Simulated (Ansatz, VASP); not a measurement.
Ni in VASP and in Ansatz

```
CELL_PARAMETERS angstrom
-1.39616 1.39616 1.39616
1.39616 -1.39616 1.39616
1.39616 1.39616 -1.39616
ATOMIC_POSITIONS crystal
Ni 0.00000 0.00000 0.00000
```

Alike in both runs: task single point; functional PBEsol; k mesh 8 × 8 × 8; occupations gaussian, width 0.1 eV; collinear spin.

```csv
,VASP,Ansatz
version,VASP 6.6.1,Ansatz 0.2.0
potentials or method,"VASP PAW PBE potentials, release 64 (Ni), cutoff 520 eV","scalar-relativistic, plane waves, PAW"
valence electrons in the cell,10,18
```

Ansatz gave:

| Quantity | Value |
| --- | --- |
| gap on the k mesh at the Fermi level (eV) | none |
| pressure (GPa) | -7.5 |
| net moment per atom (μB) | 0.57 |
| size of the moment on the site where the two differ most (μB) | 0.60 |

Question: Which values does VASP return?

Answer: gap on the k mesh at the Fermi level (eV): none; pressure (GPa): -7.6; net moment per atom (μB): 0.56; size of the moment on the site where the two differ most (μB): 0.57.

VASP's potentials were made for PBE, not for PBEsol. Site moments also hang on the region over which each program counts them. A gap of «none» marks a metal or a gap that the smearing closes. VASP's potentials hold 10 valence electrons a cell and Ansatz's 18, so a difference there can come from the potentials and not from the codes.

The k mesh is coarse, so the values compare programs but aren't converged.
